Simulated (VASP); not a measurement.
Wanted: the native input for a VASP 6.6.1 run.

| Property | Result |
| --- | --- |
| Task | relaxation of cell and atoms |
| Functional | PBEsol |
| Potentials or basis | VASP PAW PBE potentials, release 64 (Sb) |
| Cutoff | 600 eV |
| k mesh | 16 × 16 × 16 |
| Occupations | gaussian, width 0.1 eV |
| Spin | no spin polarisation |
| Dipole correction | no |
| Further INCAR settings | ALGO = Normal; EDIFF = 1e-06; IBRION = 2; EDIFFG = -0.01; NSW = 80; ISIF = 3 |

The structure of Sb lies in POSCAR:

```
Sb
1.0
   -1.8682937338      1.8682937338      1.8682937338
    1.8682937338     -1.8682937338      1.8682937338
    1.8682937338      1.8682937338     -1.8682937338
Sb
1
Direct
    0.0000000000      0.0000000000      0.0000000000
```

The input as run:

INCAR

```
SYSTEM = Sb
ALGO = Normal ; EDIFF = 1E-6
EDIFFG = -0.01 ; ENCUT = 600
GGA = PS ; IBRION = 2
ISIF = 3 ; ISMEAR = 0
LASPH = .True. ; LCHARG = .False.
LREAL = .False. ; LWAVE = .False.
NELM = 60 ; NSW = 80
PREC = Accurate ; SIGMA = 0.1
```

KPOINTS

```
k-points
0
Gamma
  16 16 16
  0 0 0
```

Potentials or basis: VASP PAW PBE potentials, release 64 (Sb).

Command:

```sh
$ cat potpaw_PBE.64/Sb/POTCAR > POTCAR
$ mpirun -np 1 vasp_std > vasp.out
```

It gave:

The relaxed volume is 25.93 Å³/atom. The relaxed cell is a = 3.230 Å, b = 3.230 Å, c = 3.230 Å, α = 109.47°, β = 109.47°, γ = 109.47°, the space group after relaxing (to 0.05 Å) is Im-3m (No. 229) and the energy gained by relaxing is 0.2 meV/atom. The ionic steps are 3 and the pressure after relaxing is 0.0 GPa.

Caveat: the PAW data sets were made with another functional, which shifts forces and pressure a little.

It took 19 s on 1 thread of Intel(R) Xeon(R) Platinum 8488C (Sapphire Rapids) (shared host), peak memory 0.17 GiB.
